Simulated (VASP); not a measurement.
# Ta4NiO11 (F-43m) in VASP: notebook, part 2 of 2

VASP 6.6.1. Earlier steps stand in the parts before.

## (3) Single point, PBE+D4, collinear spin, ferromagnetic start

INCAR reads:

```
ALGO     = Normal         # electronic algorithm
EDIFF    = 1E-7           # SCF threshold, eV
ENCUT    = 520            # plane-wave cutoff, eV
GGA      = PE             # functional
ISIF     = 2              # what is computed and relaxed
ISMEAR   = -1             # smearing method
ISPIN    = 2              # spin polarisation
IVDW     = 13             # dispersion correction
LASPH    = True           # aspherical terms in the spheres
LCHARG   = False          # write CHGCAR
LMAXMIX  = 4              # l up to which the mixer works
LORBIT   = 11             # projections on sites
LREAL    = Auto         
LWAVE    = False          # write WAVECAR
MAGMOM   = 0 0 0 0 1 0 0 0 0 0 0 0 0 0 0 0 # initial moments
NBANDS   = 78             # bands
NELM     = 150            # most SCF steps
PREC     = Accurate       # precision mode
SIGMA    = 0.05           # smearing width, eV
```

KPOINTS reads:

```
k-points
0
Gamma
  3 3 3
```

POSCAR reads:

```
Ta4NiO11
1.0
    0.0000000000      4.8413617012      4.8413617012
    4.8413617012      0.0000000000      4.8413617012
    4.8413617012      4.8413617012      0.0000000000
Ta Ni O
4 1 11
Direct
    0.6300645828      0.1098062516      0.6300645828
    0.6300645828      0.6300645828      0.6300645828
    0.1098062516      0.6300645828      0.6300645828
    0.6300645828      0.6300645828      0.1098062516
    0.0000000000      0.0000000000      0.0000000000
    0.2500000000      0.2500000000      0.2500000000
    0.8438000614      0.4685998159      0.8438000614
    0.8438000614      0.8438000614      0.8438000614
    0.4685998159      0.8438000614      0.8438000614
    0.8438000614      0.8438000614      0.4685998159
    0.2991519788      0.7008480212      0.7008480212
    0.7008480212      0.2991519788      0.2991519788
    0.7008480212      0.7008480212      0.2991519788
    0.2991519788      0.2991519788      0.7008480212
    0.2991519788      0.7008480212      0.2991519788
    0.7008480212      0.2991519788      0.7008480212
```

Potentials or basis: VASP PAW PBE potentials, release 64 (Ta_pv, Ni, O).

Started as:

```sh
> cat potpaw_PBE.64/Ta_pv/POTCAR potpaw_PBE.64/Ni/POTCAR potpaw_PBE.64/O/POTCAR > POTCAR
> mpirun -np 1 vasp_std > vasp.out
```

OUTCAR:

```text
EDIFF = 1E-7
   ENCUT = 520
   GGA = PE
   ISIF = 2
   ISMEAR = -1
   ISPIN = 2
   IVDW = 13
   LASPH = True
   LORBIT = 11
   LREAL = Auto
   NELM = 150
   PREC = Accurate

 ion  position               nearest neighbor table
   1  0.630  0.110  0.630-  16 1.91  12 1.91  14 1.91   9 2.10  10 2.10   8 2.10   2 3.28   3 3.28
                             4 3.28   4 3.56   2 3.56   3 3.56
   2  0.630  0.630  0.630-  11 1.91  13 1.91  16 1.91  10 2.10   7 2.10   9 2.10   1 3.28   3 3.28
                             4 3.28   4 3.56   1 3.56   3 3.56
   3  0.110  0.630  0.630-  11 1.91  15 1.91  14 1.91   7 2.10  10 2.10   8 2.10   1 3.28   2 3.28
                             4 3.28   2 3.56   4 3.56   1 3.56
   4  0.630  0.630  0.110-  13 1.91  12 1.91  15 1.91   9 2.10   7 2.10   8 2.10   1 3.28   2 3.28
                             3 3.28   2 3.56   1 3.56   3 3.56
   5  0.000  0.000  0.000-
   6  0.250  0.250  0.250-
   7  0.844  0.469  0.844-   3 2.10   4 2.10   2 2.10
   8  0.844  0.844  0.844-   1 2.10   3 2.10   4 2.10
   9  0.469  0.844  0.844-   1 2.10   4 2.10   2 2.10
  10  0.844  0.844  0.469-   1 2.10   3 2.10   2 2.10
  11  0.299  0.701  0.701-   3 1.91   2 1.91
  12  0.701  0.299  0.299-   1 1.91   4 1.91
  13  0.701  0.701  0.299-   4 1.91   2 1.91
  14  0.299  0.299  0.701-   1 1.91   3 1.91
  15  0.299  0.701  0.299-   3 1.91   4 1.91
  16  0.701  0.299  0.701-   1 1.91   2 1.91

  LATTYP: Found a face centered cubic cell.
 ALAT       =     9.6827234024

  Lattice vectors:

 A1 = (   0.0000000000,   4.8413617012,   4.8413617012)
 A2 = (   4.8413617012,   0.0000000000,   4.8413617012)
 A3 = (   4.8413617012,   4.8413617012,   0.0000000000)

Analysis of symmetry for initial positions (statically):
=====================================================================
 Subroutine PRICEL returns:
 Original cell was already a primitive cell.

 Routine SETGRP: Setting up the symmetry group for a
 face centered cubic supercell.

 Subroutine GETGRP returns: Found 24 space group operations
 (whereof 24 operations were pure point group operations)
[... 496 lines left out ...]

 k-point     1 :       0.0000    0.0000    0.0000
  band No.  band energies     occupation
      1     -33.9880      1.00000
      2     -33.8528      1.00000
      3     -33.8528      1.00000
      4     -33.8528      1.00000
      5     -33.7882      1.00000
      6     -33.7882      1.00000
[... 289 lines left out ...]
     71       6.0498      0.00000
     72       6.2244      0.00000
 [bands above 72 left out]

------------------------ aborting loop because EDIFF is reached ----------------------------------------

  DFT-D4 for vdW energy calculation

  Edisp (eV):   -2.82642

  FORCE on cell =-STRESS in cart. coord.  units (eV):
  Direction    XX          YY          ZZ          XY          YZ          ZX
  --------------------------------------------------------------------------------------
  -------------------------------------------------------------------------------------
  Total       1.21442     1.21442     1.21442    -0.00000    -0.00000     0.00000
  in kB       8.57328     8.57328     8.57328    -0.00000    -0.00000     0.00000
  external pressure =        8.57 kB  Pullay stress =        0.00 kB

 VOLUME and BASIS-vectors are now :
 -----------------------------------------------------------------------------
  energy-cutoff  :      520.00
  volume of cell :      226.95
      direct lattice vectors                 reciprocal lattice vectors
     0.000000000  4.841361701  4.841361701    -0.103276729  0.103276729  0.103276729
     4.841361701  0.000000000  4.841361701     0.103276729 -0.103276729  0.103276729
     4.841361701  4.841361701  0.000000000     0.103276729  0.103276729 -0.103276729

 POSITION                                       TOTAL-FORCE (eV/Angst)
 -----------------------------------------------------------------------------------
      3.58198      6.10074      3.58198        -0.136141      0.136141     -0.136141
      6.10074      6.10074      6.10074         0.136141      0.136141      0.136141
      6.10074      3.58198      3.58198         0.136141     -0.136141     -0.136141
      3.58198      3.58198      6.10074        -0.136141     -0.136141      0.136141
      0.00000      0.00000      0.00000        -0.000000     -0.000000     -0.000000
      2.42068      2.42068      2.42068         0.000000     -0.000000     -0.000000
[... 8 lines left out ...]
      4.84136      2.89661      4.84136         0.000000     -0.136340     -0.000000
      4.84136      6.78612      4.84136         0.000000      0.136340     -0.000000
 -----------------------------------------------------------------------------------
    total drift:                                0.000000      0.000000      0.000000

  FREE ENERGIE OF THE ION-ELECTRON SYSTEM (eV)
  ---------------------------------------------------
  free  energy   TOTEN  =      -142.2218147474 eV

  energy  without entropy=     -142.0714307773  energy(sigma->0) =     -142.14662276

 total charge

# of ion       s       p       d       tot
------------------------------------------
    1        0.349   6.320   2.199   8.868
    2        0.349   6.320   2.199   8.868
    3        0.349   6.320   2.199   8.868
    4        0.349   6.320   2.199   8.868
    5        0.094   0.061   8.465   8.620
    6        1.596   3.101   0.000   4.697
[... 8 lines left out ...]
   15        1.575   3.523   0.000   5.098
   16        1.575   3.523   0.000   5.098
--------------------------------------------------
tot         18.817  63.583  17.260  99.660

 magnetization (x)

# of ion       s       p       d       tot
------------------------------------------
    1       -0.001  -0.001  -0.025  -0.026
    2       -0.001  -0.001  -0.025  -0.026
    3       -0.001  -0.001  -0.025  -0.026
    4       -0.001  -0.001  -0.025  -0.026
    5        0.002   0.001   1.047   1.050
    6        0.010   0.934   0.000   0.944
[... 8 lines left out ...]
   15        0.000   0.004   0.000   0.004
   16        0.000   0.004   0.000   0.004
--------------------------------------------------
tot          0.010   0.949   0.946   1.905
```

stdout:

```text
POSCAR found type information on POSCAR TaNiO
 POSCAR found :  3 types and      16 ions
 scaLAPACK will be used
 LDA part: xc-table for (Slater+PW92), standard interpolation
 POSCAR, INCAR and KPOINTS ok, starting setup
 FFT: planning ... GRIDC
 FFT: planning ... GRID_SOFT
 FFT: planning ... GRID
 WAVECAR not read
 entering main loop
```

Wall time 30 min (1 thread of Intel Xeon 8259CL, shared host); peak memory 0.57 GiB.

Results:

| Quantity | Value |
| --- | --- |
| Free energy | -142.2218 eV |
| Pressure | 0.9 GPa |
| Largest force | 0.236 eV/Å |
| Net moment | 2.15 μB per cell |
| Site moments | Ta -0.03; Ni +1.05; O +0.94, -0.00, +0.00 (each value once) μB |
| Valence electrons inside the program's atomic spheres | Ta 8.87; Ni 8.62; O 4.70, 5.07, 5.10 (each value once) |
| Dispersion energy per atom | -0.177 eV |

Forces in eV/Å, atoms in the order of the input:
```
Ta  -0.136  0.136 -0.136
Ta   0.136  0.136  0.136
Ta   0.136 -0.136 -0.136
Ta  -0.136 -0.136  0.136
Ni   0.000  0.000  0.000
O    0.000  0.000  0.000
O    0.017 -0.017  0.017
O   -0.017 -0.017 -0.017
O   -0.017  0.017  0.017
O    0.017  0.017 -0.017
O    0.136  0.000  0.000
O   -0.136  0.000  0.000
O    0.000  0.000  0.136
O    0.000  0.000 -0.136
O    0.000 -0.136  0.000
O    0.000  0.136  0.000
```

Caveat: the k points lie up to 0.37 Å⁻¹ apart; a cell with one magnetic atom can't hold antiferromagnetic order, which such compounds often take.
